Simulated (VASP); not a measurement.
Runs of VASP 6.6.1 on Si. The structure is that of space group P6/mmm (No. 191), or close to it. The cells are those of the table. 

```csv
cell,gap on the mesh (eV),pressure (GPa)
"a = 2.535, b = 2.535, c = 2.381 Å, angles 90.0, 90.0, 120.0°, 1 atom",none,(b)
"a = 2.510, b = 2.510, c = 2.357 Å, angles 90.0, 90.0, 120.0°, 1 atom",none,19.2
"a = 2.484, b = 2.484, c = 2.333 Å, angles 90.0, 90.0, 120.0°, 1 atom",none,25.7
"a = 2.560, b = 2.560, c = 2.404 Å, angles 90.0, 90.0, 120.0°, 1 atom",none,(a)
"a = 2.585, b = 2.585, c = 2.427 Å, angles 90.0, 90.0, 120.0°, 1 atom",none,4.8
```

Alike in all rows: task single point; level LDA; potentials or basis VASP PAW LDA potentials, release 64 (Si); no spin polarisation; k mesh 13 × 13 × 12; cutoff (eV) 520; smearing fermi-dirac 0.1 eV.

Q: Fill in the values left out.

A: (a) 8.9; (b) 13.7.

A gap of «none» marks levels without a gap at the run's occupations.
